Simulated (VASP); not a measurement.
# PtSe2 (P-3m1) in VASP: further runs, part 3 of 3

VASP 6.6.1. Earlier steps stand in the parts before.

**6. Single point, PBEsol (biaxial strain in the a-b plane: -1.0 %, then relaxed in part)**

The input, INCAR:

```
  PREC = Accurate
  ENCUT = 520
  EDIFF = 1E-6
  ISMEAR = 0
  SIGMA = 0.1
  LREAL = False
  LASPH = True
  NELM = 60
  ALGO = Normal
  ISIF = 2
  LWAVE = False
  LCHARG = False
  GGA = PS
  NBANDS = 18
```

The input, KPOINTS:

```
Automatic mesh
0
Gamma
  18 18 12
```

The input, POSCAR:

```
PtSe2
1.0
    3.7217674329      0.0000000000      0.0000000000
   -1.8608837164      3.2231451438      0.0000000000
    0.0000000000      0.0000000000      4.9448720954
Pt Se
1 2
Direct
    0.0000000000      0.0000000000      0.0000000000
    0.6666666667      0.3333333333      0.7392553146
    0.3333333333      0.6666666667      0.2607446854
```

Potentials or basis: VASP PAW PBE potentials, release 64 (Pt, Se).

Started as:

```
$ cat potpaw_PBE.64/Pt/POTCAR potpaw_PBE.64/Se/POTCAR > POTCAR
$ mpirun -np 1 vasp_std > vasp.out
```

OUTCAR:

```text
PREC = Accurate
   ENCUT = 520
   EDIFF = 1E-6
   ISMEAR = 0
   LREAL = False
   LASPH = True
   NELM = 60
   ISIF = 2
   GGA = PS

 ion  position               nearest neighbor table
   1  0.000  0.000  0.000-   2 2.51   3 2.51   3 2.51   2 2.51   2 2.51   3 2.51
   2  0.667  0.333  0.739-   1 2.51   1 2.51   1 2.51
   3  0.333  0.667  0.261-   1 2.51   1 2.51   1 2.51

  LATTYP: Found a hexagonal cell.
 ALAT       =     3.7217674329
 C/A-ratio  =     1.3286354359

  Lattice vectors:

 A1 = (   3.7217674329,   0.0000000000,   0.0000000000)
 A2 = (  -1.8608837164,   3.2231451438,   0.0000000000)
 A3 = (   0.0000000000,   0.0000000000,   4.9448720954)

Analysis of symmetry for initial positions (statically):
=====================================================================
 Subroutine PRICEL returns:
 Original cell was already a primitive cell.

 Routine SETGRP: Setting up the symmetry group for a
 hexagonal supercell.

 Subroutine GETGRP returns: Found 12 space group operations
 (whereof 12 operations were pure point group operations)
 out of a pool of 24 trial point group operations.

The static configuration has the point symmetry D_3d.

Analysis of symmetry for dynamics (positions and initial velocities):
=====================================================================
 Subroutine PRICEL returns:
 Original cell was already a primitive cell.

 Routine SETGRP: Setting up the symmetry group for a
 hexagonal supercell.

 Subroutine GETGRP returns: Found 12 space group operations
 (whereof 12 operations were pure point group operations)
 out of a pool of 24 trial point group operations.

The dynamic configuration has the point symmetry D_3d.

 Subroutine INISYM returns: Found 12 space group operations
 (whereof 12 operations are pure point group operations),
 and found     1 'primitive' translations

----------------------------------------------------------------------------------------

                                     Primitive cell

  volume of cell :      59.3177

  direct lattice vectors                    reciprocal lattice vectors
     3.721767433  0.000000000  0.000000000     0.268689545  0.155127981  0.000000000
    -1.860883716  3.223145144  0.000000000     0.000000000  0.310255963  0.000000000
     0.000000000  0.000000000  4.944872095     0.000000000  0.000000000  0.202229700

  length of vectors
     3.721767433  3.721767433  4.944872095     0.310255963  0.310255963  0.202229700

  position of ions in fractional coordinates (direct lattice)
     0.000000000  0.000000000  0.000000000
     0.666666667  0.333333333  0.739255315
     0.333333333  0.666666667  0.260744685

  ion indices of the primitive-cell ions
   primitive index   ion index
                 1           1
                 2           2
                 3           3

----------------------------------------------------------------------------------------

 KPOINTS: Automatic mesh

Automatic generation of k-mesh.
 Grid dimensions read from file:
 generate k-points for:   18   18   12

 Generating k-lattice:

  Cartesian coordinates                     Fractional coordinates (reciprocal lattice)
     0.014927197  0.008618221  0.000000000     0.055555556  0.000000000  0.000000000
     0.000000000  0.017236442  0.000000000     0.000000000  0.055555556  0.000000000
     0.000000000  0.000000000  0.016852475     0.000000000  0.000000000  0.083333333

  Length of vectors
     0.017236442  0.017236442  0.016852475

  Shift w.r.t. Gamma in fractional coordinates (k-lattice)
     0.000000000  0.000000000  0.000000000

 Subroutine IBZKPT returns following result:
 ===========================================

 Found    394 irreducible k-points:

 Following reciprocal coordinates:
            Coordinates               Weight
  0.000000  0.000000  0.000000      1.000000
  0.055556  0.000000  0.000000      6.000000
  0.111111  0.000000  0.000000      6.000000
  0.166667  0.000000  0.000000      6.000000
  0.222222  0.000000  0.000000      6.000000
  0.277778  0.000000  0.000000      6.000000
[... 16 lines left out ...]
  0.333333  0.111111  0.000000     12.000000
  0.388889  0.111111  0.000000     12.000000
 [... further k-points ...]
   k-points           NKPTS =    394   k-points in BZ     NKDIM =    394   number of bands    NBANDS=     18
   number of dos      NEDOS =    301   number of ions     NIONS =      3
   total plane-waves  NPLWV =  31360
   dimension x,y,z NGX =    28 NGY =   28 NGZ =   40
   dimension x,y,z NGXF=    56 NGYF=   56 NGZF=   80
   ions per type =               1   2
   NGX,Y,Z   is equivalent  to a cutoff of  12.51, 12.51, 13.45 a.u.
   NGXF,Y,Z  is equivalent  to a cutoff of  25.01, 25.01, 26.90 a.u.
 SYSTEM =  unknown system
   PREC   = accura    normal or accurate (medium, high low for compatibility)
   ISTART =      0    job   : 0-new  1-cont  2-samecut
   ICHARG =      2    charge: 1-file 2-atom 10-const
   ISPIN  =      1    spin polarized calculation?
   LNONCOLLINEAR =      F non collinear calculations
   LSORBIT =      F    spin-orbit coupling
   LASPH  =      T    aspherical Exc in radial PAW
   ENCUT  =  520.0 eV  38.22 Ry    6.18 a.u.   6.92  6.92  9.19*2*pi/ulx,y,z
   NELM   =     60;   NELMIN=  2; NELMDL= -5     # of ELM steps
   EDIFF  = 0.1E-05   stopping-criterion for ELM
   LREAL  =      F    real-space projection
[... 7 lines left out ...]
   TEBEG  =    0.0;   TEEND  =   0.0 temperature during run
   PSTRESS=    0.0 pullay stress
   NELECT =      22.0000    total number of electrons
   NUPDOWN=      -1.0000    fix difference up-down
   EMIN   =  10.00;   EMAX   =-10.00  energy-range for DOS
   EFERMI =   0.00;   METHOD = LEGACY
   ISMEAR =     0;   SIGMA  =   0.10  broadening in eV -4-tet -1-fermi 0-gaus
   EFERMI_NEDOS =   21; number of points for ismear=-14 and -15
   IALGO  =     38    algorithm
   IMIX   =      4    mixing-type and parameters
     AMIX     =   0.40;   BMIX     =  1.00
     AMIX_MAG =   1.60;   BMIX_MAG =  1.00
  volume/ion in A,a.u.               =      19.77       133.43
  Fermi-wavevector in a.u.,A,eV,Ry     =   1.176218  2.222729 18.823495  1.383488
  Thomas-Fermi vector in A             =   2.312585
   LORBIT       =      0    0 simple, 1 ext, 2 COOP (PROOUT), +10 PAW based schemes
   GGA     = PS    functional components
   LHFCALC =     F    Hartree Fock is set to
   AEXX    =    0.0000 exact exchange contribution
   IVDW    =     0    specifies the selected vdW correction
   LEPSILON=     F    determine dielectric tensor
   LRPA    =     F    only Hartree local field effects (RPA)
 non-spin polarized calculation
 Gauss-broadening in eV      SIGMA  =   0.10
  energy-cutoff  :      520.00
  volume of cell :       59.32
 maximum number of plane-waves:      1626
   NGX = 13   NGY = 13   NGZ = 19

 number of electron      21.9999998 magnetization

 Free energy of the ion-electron system (eV)
  ---------------------------------------------------
  ext. energy  EPLUGINS =         0.00000000
  ---------------------------------------------------
  free energy    TOTEN  =       -15.89922442 eV

  energy without entropy =      -15.89519835  energy(sigma->0) =      -15.89721138

 E-fermi :   6.6361     XC(G=0): -10.9714

 val. band max:        6.6317953370   @ k =   0.0000   0.3333   0.2500
 cond. band min:       6.6399776525   @ k =  -0.2778  -0.3889   0.0833
 fundamental gap:      0.0081823155
 Fermi energy:         6.6361391985

 k-point     1 :       0.0000    0.0000    0.0000
  band No.  band energies     occupation
      1      -9.1213      2.00000
      2      -6.1254      2.00000
      3      -0.6694      2.00000
      4       0.2776      2.00000
      5       0.2776      2.00000
      6       2.7126      2.00000
[... 10 lines left out ...]
     17      13.9136      0.00000
     18      18.4411      0.00000

 k-point     2 :       0.0556    0.0000    0.0000
  band No.  band energies     occupation
      1      -9.0863      2.00000
      2      -6.1426      2.00000
      3      -0.6262      2.00000
      4       0.2999      2.00000
      5       0.3049      2.00000
      6       2.6676      2.00000
[... 10 lines left out ...]
     17      14.0269      0.00000
     18      17.7530      0.00000
[... 442 lines left out ...]
 k-point    24 :       0.3889    0.1111    0.0000
  band No.  band energies     occupation
      1      -7.3979      2.00000
      2      -6.9244      2.00000
      3      -0.4976      2.00000
      4       0.7640      2.00000
      5       1.3498      2.00000
      6       1.9182      2.00000
[... 10 lines left out ...]
     17      15.2104      0.00000
     18      16.5889      0.00000

 [... further k-points ...]

------------------------ aborting loop because EDIFF is reached ----------------------------------------

  FORCE on cell =-STRESS in cart. coord.  units (eV):
  Direction    XX          YY          ZZ          XY          YZ          ZX
  --------------------------------------------------------------------------------------
  -------------------------------------------------------------------------------------
  Total        0.7931854      0.7931854      0.0268748      0.0000000      0.0000000     -0.0000000
  in kB       21.4240274     21.4240274      0.7258913      0.0000000      0.0000000     -0.0000000
  external PRESSURE =      14.5246487 kB  Pullay stress =       0.0000000 kB

 VOLUME and BASIS-vectors are now :
 -----------------------------------------------------------------------------
  energy-cutoff  :      520.00
  volume of cell :       59.32
      direct lattice vectors                 reciprocal lattice vectors
     3.721767433  0.000000000  0.000000000     0.268689545  0.155127981  0.000000000
    -1.860883716  3.223145144  0.000000000     0.000000000  0.310255963  0.000000000
     0.000000000  0.000000000  4.944872095     0.000000000  0.000000000  0.202229700

 POSITION                                       TOTAL-FORCE (eV/Angst)
 -----------------------------------------------------------------------------------
      0.00000      0.00000      0.00000         0.000000      0.000000      0.000000
      1.86088      1.07438      3.65552         0.000000      0.000000     -0.015285
     -0.00000      2.14876      1.28935        -0.000000      0.000000      0.015285
 -----------------------------------------------------------------------------------
    total drift:                                0.000000      0.000000     -0.000000

  FREE ENERGIE OF THE ION-ELECTRON SYSTEM (eV)
  ---------------------------------------------------
  free  energy   TOTEN  =       -15.8992244209 eV

  energy  without entropy=      -15.8951983483  energy(sigma->0) =      -15.89721138
```

It took 7.9 min on 1 thread of Intel Xeon 8259CL, shared host; peak memory 0.52 GiB.

Results:

| Quantity | Value |
| --- | --- |
| Free energy | -15.8992 eV |
| Pressure | 1.5 GPa |
| Largest force | 0.015 eV/Å |
| Band gap on the k mesh | zero (bands 11 and 12 overlap by 0.78 eV) |

Forces in eV/Å, atoms in the order of the input:
```
Pt   0.000  0.000  0.000
Se   0.000  0.000 -0.015
Se   0.000  0.000  0.015
```

Caveat: the cell differs from its parent crystal (biaxial strain in the a-b plane: -1.0 %, then relaxed in part); the PAW data sets were made with another functional, which shifts forces and pressure a little; spin-orbit coupling is left out, which moves the levels of the heavy elements.

**7. Overview**

| cell | k mesh | gap on the mesh (eV) | pressure (GPa) | largest force (eV/Å) |
| --- | --- | --- | --- | --- |
| a = 3.759, b = 3.759, c = 4.869 Å, angles 90.0, 90.0, 120.0°, 3 atoms, atomic positions A | 12 × 12 × 10 | none | 0.1 | 0.02 |
| a = 3.647, b = 3.647, c = 4.956 Å, angles 90.0, 90.0, 120.0°, 3 atoms, atomic positions B | 18 × 18 × 12 | none | 8.4 | 0.51 |
| a = 3.684, b = 3.684, c = 4.927 Å, angles 90.0, 90.0, 120.0°, 3 atoms, atomic positions A | 18 × 18 × 12 | none | 5.2 | 0.29 |
| a = 3.722, b = 3.722, c = 4.898 Å, angles 90.0, 90.0, 120.0°, 3 atoms, atomic positions A | 18 × 18 × 12 | none | 2.5 | 0.15 |
| a = 3.722, b = 3.722, c = 4.945 Å, angles 90.0, 90.0, 120.0°, 3 atoms, atomic positions A | 18 × 18 × 12 | none | 1.5 | 0.02 |

Alike in all rows: task single point; level PBEsol; potentials or basis VASP PAW PBE potentials, release 64 (Pt, Se); no spin polarisation; cutoff (eV) 520; smearing gaussian 0.1 eV.

Caveats: the PAW data sets were made with another functional, which shifts forces and pressure a little; spin-orbit coupling is left out, which moves the levels of the heavy elements; the stress differs along the axes, from 5 to 10 GPa (at least some runs); the cell stands under pressure (at least some runs).

Absolute energies hang on the potentials; compare differences alone.

The gap in the log of VASP goes by the Fermi energy; the results here count the filled bands.